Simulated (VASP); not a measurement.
A run of VASP 6.6.1:

Contents of INCAR:

```
  PREC = Accurate
  ENCUT = 520
  EDIFF = 1E-6
  ISMEAR = 0
  SIGMA = 0.1
  LREAL = F
  LASPH = T
  NELM = 150
  ALGO = Normal
  ISIF = 2
  LWAVE = F
  LCHARG = F
  ISPIN = 2
  MAGMOM = 4.42 0.14
  LORBIT = 11
  LMAXMIX = 4
  GGA = PE
  NBANDS = 20
```

File KPOINTS:

```
Automatic mesh
0
Gamma
  14 14 14
```

The input POSCAR:

```
MnS
1.0
    0.0000000000      2.5975677309      2.5975677309
    2.5975677309      0.0000000000      2.5975677309
    2.5975677309      2.5975677309      0.0000000000
Mn S
1 1
Direct
    0.0000000000      0.0000000000      0.0000000000
    0.5000000000      0.5000000000      0.5000000000
```

Potentials or basis: VASP PAW PBE potentials, release 64 (Mn_pv, S).

The run is started by

```bash
$ cat potpaw_PBE.64/Mn_pv/POTCAR potpaw_PBE.64/S/POTCAR > POTCAR
$ mpirun -np 1 vasp_std > vasp.out
```

Hardware: 1 thread of Intel(R) Xeon(R) Platinum 8259CL CPU @ 2.50GHz (Skylake/Cascade Lake), on a shared host.

How long does it take, and how much memory?

Wall time 100 s on 1 thread of Intel(R) Xeon(R) Platinum 8259CL CPU @ 2.50GHz (Skylake/Cascade Lake), with other jobs on the host, peak memory 0.24 GiB. Counts: scf iterations 15, k points 104.
